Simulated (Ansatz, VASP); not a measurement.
## One calculation of CdSe, two programs

INCAR

```
PREC = Accurate ; ENCUT = 520
EDIFF = 1E-6 ; ISMEAR = 0
SIGMA = 0.05 ; LREAL = F
LASPH = T ; NELM = 80
ALGO = Normal ; ISIF = 2
LWAVE = F ; LCHARG = F
GGA = PS ; NBANDS = 26
```

File KPOINTS:

```
Automatic mesh
0
Gamma
  7 7 4
```

Contents of POSCAR:

```
CdSe
1.0
    4.3000000000      0.0000000000      0.0000000000
   -2.1500000000      3.7239092363      0.0000000000
    0.0000000000      0.0000000000      7.0200000000
Cd Se
2 2
Direct
    0.6666666667      0.3333333333      0.5000000000
    0.3333333333      0.6666666667      0.0000000000
    0.6666666667      0.3333333333      0.8850000000
    0.3333333333      0.6666666667      0.3850000000
```

File input.yaml:

```yaml
crystal:
  lattice:
    - [4.3, 0.0, 0.0]
    - [-2.15, 3.7239092363, 0.0]
    - [0.0, 0.0, 7.02]
  atoms:
    - { symbol: Cd, position: [0.6666666667, 0.3333333333, 0.5] }
    - { symbol: Cd, position: [0.3333333333, 0.6666666667, 0.0] }
    - { symbol: Se, position: [0.6666666667, 0.3333333333, 0.885] }
    - { symbol: Se, position: [0.3333333333, 0.6666666667, 0.385] }
hamiltonian:
  xc: pbesol
  pseudopotentials: { kind: paw }
kpoints:
  mp_grid: { grid: [7, 7, 4] }
scf:
  occupations: { method: gaussian, width: 0.05 }
output:
  forces: true
  stress: true
  eigenvalues: true
  write_density: true
  write_potential: true
  elf: true
  volumetric_format: npy
```

Alike in both runs: task single point; functional PBEsol; k mesh 7 × 7 × 4; occupations gaussian, width 0.05 eV; no spin polarisation.

```csv
,VASP,Ansatz
version,VASP 6.6.1,Ansatz 0.2.0
potentials or method,"VASP PAW PBE potentials, release 64 (Cd, Se)",Ansatz PAW
plane-wave cutoff (eV),520,420
valence electrons in the cell,36,72
```

Ansatz gave:

| Property | Result |
| --- | --- |
| gap on the k mesh at the Fermi level (eV) | 0.58 |
| least direct gap on the mesh (eV) | 0.58 |
| pressure (GPa) | 0.2 |
| traceless stress, the component that is largest in VASP (GPa) | -1.21 |
| rms of the force components (eV/Å) | 0.153 |

**Question.** Estimate VASP's values.

**Answer.** gap on the k mesh at the Fermi level (eV): 0.58; least direct gap on the mesh (eV): 0.58; pressure (GPa): 0.5; traceless stress, the component that is largest in VASP (GPa): -1.27; rms of the force components (eV/Å): 0.158.

VASP's potentials were made for PBE, not for PBEsol. Atom by atom the forces differ by 0.006 eV/Å (rms over components). With one functional, cell and mesh, what is left measures potentials, basis and numerics. VASP's potentials hold 36 valence electrons a cell and Ansatz's 72, so a difference there can come from the potentials and not from the codes.

Noted on Ansatz's run: odd divisions of the mesh miss points on the zone boundary, where band edges often lie, so the gap on the mesh can be too wide.
